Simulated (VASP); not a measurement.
# HfC (P6_3/mmc) in VASP: further runs, part 2 of 2

VASP 6.6.1. Earlier steps stand in the parts before.

**5. Single point, r2SCAN**

This run uses another cell than the first one, of 13.59 Å³/atom, 1.080 times its volume.

Input file POSCAR:

```
HfC
1.0
    3.4297322718      0.0000000000      0.0000000000
   -1.7148661359      2.9702354013      0.0000000000
    0.0000000000      0.0000000000      5.3379094785
Hf C
2 2
Direct
    0.6666666667      0.3333333333      0.7500000000
    0.3333333333      0.6666666667      0.2500000000
    0.0000000000      0.0000000000      0.0000000000
    0.0000000000      0.0000000000      0.5000000000
```

Input file INCAR.step1:

```
PREC     = Accurate       # precision mode
ENCUT    = 520            # plane-wave cutoff, eV
ISMEAR   = -1             # smearing method
SIGMA    = 0.1            # smearing width, eV
LREAL    = False          # projectors in reciprocal space
LASPH    = True           # aspherical terms in the spheres
NELM     = 80             # most SCF steps
NBANDS   = 22             # bands
GGA      = PE             # functional
ALGO     = Normal         # electronic algorithm
EDIFF    = 1E-4           # SCF threshold, eV
LWAVE    = True           # write WAVECAR
LCHARG   = False          # write CHGCAR
```

Input file INCAR.step2:

```
PREC     = Accurate       # precision mode
ENCUT    = 520            # plane-wave cutoff, eV
EDIFF    = 1E-6           # SCF threshold, eV
ISMEAR   = -1             # smearing method
SIGMA    = 0.1            # smearing width, eV
LREAL    = False          # projectors in reciprocal space
LASPH    = True           # aspherical terms in the spheres
NELM     = 80             # most SCF steps
ALGO     = Normal         # electronic algorithm
ISIF     = 2              # what is computed and relaxed
LWAVE    = False          # write WAVECAR
LCHARG   = False          # write CHGCAR
METAGGA  = R2SCAN         # meta-GGA
LMIXTAU  = True         
NBANDS   = 22             # bands
ISTART   = 1
```

Input file KPOINTS:

```
Automatic mesh
0
Gamma
  8 8 5
```

Potentials or basis: VASP PAW PBE potentials, release 64 (Hf_pv, C).

The run is started by

```console
cat potpaw_PBE.64/Hf_pv/POTCAR potpaw_PBE.64/C/POTCAR > POTCAR
cp INCAR.step1 INCAR
mpirun -np 1 vasp_std > vasp.out
cp INCAR.step2 INCAR
mpirun -np 1 vasp_std > vasp.out
```

OUTCAR:

```text
PREC = Accurate
   ENCUT = 520
   EDIFF = 1E-6
   ISMEAR = -1
   LREAL = False
   LASPH = True
   NELM = 80
   ISIF = 2
   METAGGA = R2SCAN
   ISTART = 1

 ion  position               nearest neighbor table
   1  0.667  0.333  0.750-   3 2.39   4 2.39   3 2.39   4 2.39   3 2.39   4 2.39   2 3.32   2 3.32
                             2 3.32   2 3.32   2 3.32   2 3.32
   2  0.333  0.667  0.250-   3 2.39   4 2.39   3 2.39   4 2.39   3 2.39   4 2.39   1 3.32   1 3.32
                             1 3.32   1 3.32   1 3.32   1 3.32
   3  0.000  0.000  0.000-   1 2.39   2 2.39   1 2.39   2 2.39   1 2.39   2 2.39
   4  0.000  0.000  0.500-   1 2.39   2 2.39   1 2.39   2 2.39   1 2.39   2 2.39

  LATTYP: Found a hexagonal cell.
 ALAT       =     3.4297322718
 C/A-ratio  =     1.5563633122

  Lattice vectors:

 A1 = (   3.4297322718,   0.0000000000,   0.0000000000)
 A2 = (  -1.7148661359,   2.9702354013,   0.0000000000)
 A3 = (   0.0000000000,   0.0000000000,   5.3379094785)

Analysis of symmetry for initial positions (statically):
=====================================================================
 Subroutine PRICEL returns:
 Original cell was already a primitive cell.

 Routine SETGRP: Setting up the symmetry group for a
 hexagonal supercell.

 Subroutine GETGRP returns: Found 24 space group operations
 (whereof 12 operations were pure point group operations)
 out of a pool of 24 trial point group operations.

The static configuration has the point symmetry D_3d.
 The point group associated with its full space group is D_6h.

Analysis of symmetry for dynamics (positions and initial velocities):
=====================================================================
 Subroutine PRICEL returns:
 Original cell was already a primitive cell.

 Routine SETGRP: Setting up the symmetry group for a
 hexagonal supercell.

 Subroutine GETGRP returns: Found 24 space group operations
[... 125 lines left out ...]
   IALGO  =     38    algorithm
   IMIX   =      4    mixing-type and parameters
     AMIX     =   0.40;   BMIX     =  1.00
     AMIX_MAG =   1.60;   BMIX_MAG =  1.00
  volume/ion in A,a.u.               =      13.59        91.74
  Fermi-wavevector in a.u.,A,eV,Ry     =   1.312160  2.479623 23.426014  1.721763
  Thomas-Fermi vector in A             =   2.442571
   LORBIT       =      0    0 simple, 1 ext, 2 COOP (PROOUT), +10 PAW based schemes
   METAGGA = R2SCAN    functional components
   LHFCALC =     F    Hartree Fock is set to
   AEXX    =    0.0000 exact exchange contribution
   IVDW    =     0    specifies the selected vdW correction
   LEPSILON=     F    determine dielectric tensor
   LRPA    =     F    only Hartree local field effects (RPA)
 non-spin polarized calculation
  energy-cutoff  :      520.00
  volume of cell :       54.38
 maximum number of plane-waves:      1478
 NGX is ok and might be reduce to    28
   NGX = 13   NGY = 13   NGZ = 19

 number of electron      27.9999999 magnetization

 Free energy of the ion-electron system (eV)
  ---------------------------------------------------
  ext. energy  EPLUGINS =         0.00000000
  ---------------------------------------------------
  free energy    TOTEN  =      -113.41574959 eV

  energy without entropy =     -113.38903957  energy(sigma->0) =     -113.40239458

 E-fermi :   5.8785     XC(G=0): -12.7186

 val. band max:        5.8238424605   @ k =   0.0000   0.0000   0.2000
 cond. band min:       6.0764906132   @ k =   0.3750   0.2500   0.0000
 fundamental gap:      0.2526481527
 Fermi energy:         5.8785117573

 k-point     1 :       0.0000    0.0000    0.0000
  band No.  band energies     occupation
      1     -26.2206      2.00000
      2     -25.7879      2.00000
      3     -25.7879      2.00000
      4     -25.7199      2.00000
      5     -25.7199      2.00000
      6     -25.6599      2.00000
[... 589 lines left out ...]
     21      12.5153      0.00000
     22      12.7829      0.00000

 [... further k-points ...]

------------------------ aborting loop because EDIFF is reached ----------------------------------------

  FORCE on cell =-STRESS in cart. coord.  units (eV):
  Direction    XX          YY          ZZ          XY          YZ          ZX
  --------------------------------------------------------------------------------------
  -------------------------------------------------------------------------------------
  Total       -7.2480022     -7.2480028     -4.9808316      0.0000000     -0.0000000      0.0000000
  in kB     -213.5534553   -213.5534734   -146.7540675      0.0000000     -0.0000000      0.0000000
  external PRESSURE =    -191.2869987 kB  Pullay stress =       0.0000000 kB

 VOLUME and BASIS-vectors are now :
 -----------------------------------------------------------------------------
  energy-cutoff  :      520.00
  volume of cell :       54.38
      direct lattice vectors                 reciprocal lattice vectors
     3.429732272  0.000000000  0.000000000     0.291567948  0.168336826  0.000000000
    -1.714866136  2.970235401  0.000000000     0.000000000  0.336673652  0.000000000
     0.000000000  0.000000000  5.337909479     0.000000000  0.000000000  0.187339258

 POSITION                                       TOTAL-FORCE (eV/Angst)
 -----------------------------------------------------------------------------------
      1.71487      0.99008      4.00343         0.000000     -0.000000      0.000000
     -0.00000      1.98016      1.33448        -0.000000      0.000000      0.000000
      0.00000      0.00000      0.00000         0.000000      0.000000      0.000000
      0.00000      0.00000      2.66895         0.000000      0.000000      0.000000
 -----------------------------------------------------------------------------------
    total drift:                               -0.000000      0.000000     -0.000000

  FREE ENERGIE OF THE ION-ELECTRON SYSTEM (eV)
  ---------------------------------------------------
  free  energy   TOTEN  =      -113.4157495940 eV

  energy  without entropy=     -113.3890395739  energy(sigma->0) =     -113.40239458
```

OUTCAR.step1:

```text
PREC = Accurate
   ENCUT = 520
   ISMEAR = -1
   LREAL = False
   LASPH = True
   NELM = 80
[... 832 lines left out ...]
     -0.00000      1.98016      1.33448         0.000000      0.000000      0.000000
      0.00000      0.00000      0.00000         0.000000      0.000000      0.000000
      0.00000      0.00000      2.66895         0.000000      0.000000      0.000000
 -----------------------------------------------------------------------------------
    total drift:                               -0.000000      0.000000     -0.000000

  FREE ENERGIE OF THE ION-ELECTRON SYSTEM (eV)
  ---------------------------------------------------
  free  energy   TOTEN  =       -41.0563239646 eV

  energy  without entropy=      -41.0283657827  energy(sigma->0) =      -41.04234487
```

OSZICAR.step1:

```text
N       E                     dE             d eps       ncg     rms          rms(c)
DAV:   1     0.838870443149E+02    0.83887E+02   -0.15202E+04  1320   0.124E+03
DAV:   2    -0.417392833751E+02   -0.12563E+03   -0.12015E+03  1634   0.282E+02
DAV:   3    -0.471917546870E+02   -0.54525E+01   -0.54058E+01  1754   0.424E+01
DAV:   4    -0.472458091987E+02   -0.54055E-01   -0.53950E-01  1672   0.461E+00
DAV:   5    -0.472464150356E+02   -0.60584E-03   -0.60569E-03  1746   0.435E-01    0.652E+01
DAV:   6    -0.415226349522E+02    0.57238E+01   -0.53574E+01  1578   0.239E+01    0.504E+01
DAV:   7    -0.411081562947E+02    0.41448E+00   -0.37926E+00  1546   0.857E+00    0.290E+01
DAV:   8    -0.411006413030E+02    0.75150E-02   -0.27907E-01  1664   0.342E+00    0.740E+00
DAV:   9    -0.410595863627E+02    0.41055E-01   -0.30588E-01  1562   0.192E+00    0.348E+00
DAV:  10    -0.410574024666E+02    0.21839E-02   -0.87431E-03  1668   0.525E-01    0.112E+00
DAV:  11    -0.410563478250E+02    0.10546E-02   -0.46095E-03  1592   0.265E-01    0.338E-01
DAV:  12    -0.410563239646E+02    0.23860E-04   -0.27582E-04  1562   0.759E-02
   1 F= -.41056324E+02 E0= -.41042345E+02  d E =-.279582E-01
```

Wall time 70 s (1 thread of Intel Xeon 6975P-C (Granite Rapids), shared host); peak memory 0.19 GiB.

Results:

| Property | Result |
| --- | --- |
| Free energy | -113.4157 eV |
| Pressure | -19.1 GPa |
| Band gap on the k mesh | zero (band 14 reaches 7.03 eV, above the bottom of band 15 at 5.75 eV) |

Stress tensor (GPa, compression positive):
```
-21.36   0.00   0.00
  0.00 -21.36   0.00
  0.00   0.00 -14.68
```

Levels at points of the mesh, in eV from the Fermi level:
```csv
k point,band 10,band 11,band 12,band 13,band 14,band 15,band 16,band 17,band 18,band 19
"(0.00, 0.00, 0.00)",-3.13,-3.13,-1.32,-1.32,1.15,1.50,1.50,1.89,1.89,2.24
"(0.50, 0.00, 0.00)",-4.25,-3.48,-3.47,-1.68,-1.42,1.33,4.17,4.44,4.63,5.19
```

Caveat: the PAW data sets were made with another functional, which shifts forces and pressure a little; spin-orbit coupling is left out, which moves the levels of the heavy elements.

**6. Overview**

| cell | gap on the mesh (eV) | pressure (GPa) |
| --- | --- | --- |
| a = 3.343, b = 3.343, c = 5.203 Å, angles 90.0, 90.0, 120.0°, 4 atoms | none | -3.8 |
| a = 3.372, b = 3.372, c = 5.249 Å, angles 90.0, 90.0, 120.0°, 4 atoms | none | -9.6 |
| a = 3.401, b = 3.401, c = 5.294 Å, angles 90.0, 90.0, 120.0°, 4 atoms | none | -14.7 |
| a = 3.430, b = 3.430, c = 5.338 Å, angles 90.0, 90.0, 120.0°, 4 atoms | none | -19.1 |

Alike in all rows: task single point; level r2SCAN; potentials or basis VASP PAW PBE potentials, release 64 (Hf_pv, C); no spin polarisation; k mesh 8 × 8 × 5; cutoff (eV) 520; smearing fermi-dirac 0.1 eV.

Caveats: the PAW data sets were made with another functional, which shifts forces and pressure a little; spin-orbit coupling is left out, which moves the levels of the heavy elements.

Total energies depend on the potentials used, so only differences within one code and one set of settings carry meaning.
